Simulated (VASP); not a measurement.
## CdF2: single point with PBE

CdF2:

```xyz
3
Lattice="0.0000 2.6576 2.6576 2.6576 0.0000 2.6576 2.6576 2.6576 0.0000" Properties=species:S:1:pos:R:3 pbc="T T T"
Cd    0.0000    0.0000    0.0000
F     3.9864    3.9864    3.9864
F     1.3288    1.3288    1.3288
```

```yaml
Program: VASP 6.6.1
Task: single point
Functional: PBE
Potentials_or_basis: VASP PAW PBE potentials, release 64 (Cd_sv_GW, F)
Cutoff: 700 eV
k_mesh: 9 × 9 × 9
Occupations: fermi-dirac, width 0.05 eV
Spin: no spin polarisation
Dipole_correction: no
Further_INCAR_settings: ALGO = Normal; EDIFF = 1e-06; NBANDS = 24
```

```
Pressure               : 10.3 GPa
Band gap on the k mesh : 3.27 eV (least direct gap 3.68 eV)
```

Levels at points of the mesh, in eV from the valence-band top:
```csv
k point,band 13,band 14,band 15,band 16,band 17,band 18,band 19,band 20,band 21,band 22
"(0.00, 0.00, 0.00)",-1.06,-1.06,-0.42,-0.42,-0.42,3.27,12.93,12.93,12.93,18.06
```

Run time: 25 s on 1 thread of AMD EPYC 9R45 96-Core Processor (Zen 5), on a shared host, peak memory 0.18 GiB.

Caveat: the cell stands under pressure; an odd mesh through Γ misses points on the zone boundary, where band edges can lie. As with any semilocal functional, this PBE gap is likely too small.
